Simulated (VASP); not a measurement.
Write the native input for VASP 6.6.1 that does the following.

```yaml
Task: single point
Functional: revPBE
Potentials_or_basis: VASP PAW PBE potentials, release 64 (Cs_sv)
Cutoff: 520 eV
k_mesh: 6 × 6 × 6
Occupations: fermi-dirac, width 0.1 eV
Spin: no spin polarisation
Dipole_correction: no
Further_INCAR_settings: ALGO = Normal; EDIFF = 1e-07; NBANDS = 10
```

The structure of Cs lies in POSCAR:

```
Cs
1.0
   -2.4343360000      2.4343360000      2.0082500000
    2.4343360000     -2.4343360000      2.0082500000
    2.4343360000      2.4343360000     -2.0082500000
Cs
1
Direct
    0.0000000000      0.0000000000      0.0000000000
```

One way to write it, as run:

INCAR

```
SYSTEM = Cs
PREC = Accurate
ENCUT = 520
EDIFF = 1E-7
ISMEAR = -1
SIGMA = 0.1
LREAL = .False.
LASPH = .True.
NELM = 60
ALGO = Normal
ISIF = 2
LWAVE = .False.
LCHARG = .False.
GGA = RE
NBANDS = 10
```

KPOINTS

```
Automatic mesh
0
Gamma
  6 6 6
  0 0 0
```

Potentials or basis: VASP PAW PBE potentials, release 64 (Cs_sv).

Run with:

```sh
$ cat potpaw_PBE.64/Cs_sv/POTCAR > POTCAR
$ mpirun -np 1 vasp_std > vasp.out
```

Results of the run:

| Property | Result |
| --- | --- |
| Pressure | 6.4 GPa |

Caveat: the PAW data sets were made with another functional, which shifts forces and pressure a little.

It took 6.4 s on 1 thread of Intel(R) Xeon(R) 6975P-C (Granite Rapids) (shared host), peak memory 0.16 GiB.
